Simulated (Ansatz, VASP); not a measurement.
**SnTe in VASP and in Ansatz**

The input INCAR:

```
PREC = Accurate
ENCUT = 520
EDIFF = 1E-7
ISMEAR = -1
SIGMA = 0.05
LREAL = False
LASPH = True
NELM = 80
ALGO = Normal
ISIF = 2
LWAVE = False
LCHARG = False
NBANDS = 17
```

KPOINTS

```
Automatic mesh
0
Gamma
  7 7 7
```

File POSCAR:

```
SnTe
1.0
    3.8249898787      0.0000000000      0.0000000000
    0.0000000000      3.8249898787      0.0000000000
    0.0000000000      0.0000000000      3.8249898787
Te Sn
1 1
Direct
    0.5000000000      0.5000000000      0.5000000000
    0.0000000000      0.0000000000      0.0000000000
```

Contents of input.yaml:

```yaml
crystal:
  lattice:
    - [3.8249898787, 0.0, 0.0]
    - [0.0, 3.8249898787, 0.0]
    - [0.0, 0.0, 3.8249898787]
  atoms:
    - { symbol: Te, position: [0.5, 0.5, 0.5] }
    - { symbol: Sn, position: [0.0, 0.0, 0.0] }
kpoints:
  mp_grid: { grid: [7, 7, 7] }
scf:
  occupations: { method: fermi_dirac, width: 0.05 }
hamiltonian:
  xc: lda
  pseudopotentials: { kind: all_electron, lapw: { basis_error: 0.001 } }
output:
  forces: true
  stress: true
  eigenvalues: true
```

Change from the starting cell: volume scaled by 0.94.

Alike in both runs: task single point; functional LDA; k mesh 7 × 7 × 7; occupations fermi-dirac, width 0.05 eV; no spin polarisation.

|  | VASP | Ansatz |
| --- | --- | --- |
| version | VASP 6.6.1 | Ansatz 0.2.0 |
| potentials or method | VASP PAW LDA potentials, release 64 (Te, Sn_d), cutoff 520 eV | all-electron LAPW, scalar-relativistic |

|  | VASP | Ansatz | Ansatz less VASP |
| --- | --- | --- | --- |
| gap on the k mesh at the Fermi level (eV) | none | none | - |
| pressure (GPa) | -2.7 | -2.7 | +0.01 |

LDA's correlation is that of Perdew and Zunger in VASP and of Perdew and Wang (1992) in Ansatz. A gap of «none» marks a metal or a gap that the smearing closes. Ansatz ran all-electron here, and VASP with PAW potentials.

Neither program's run includes spin-orbit coupling.
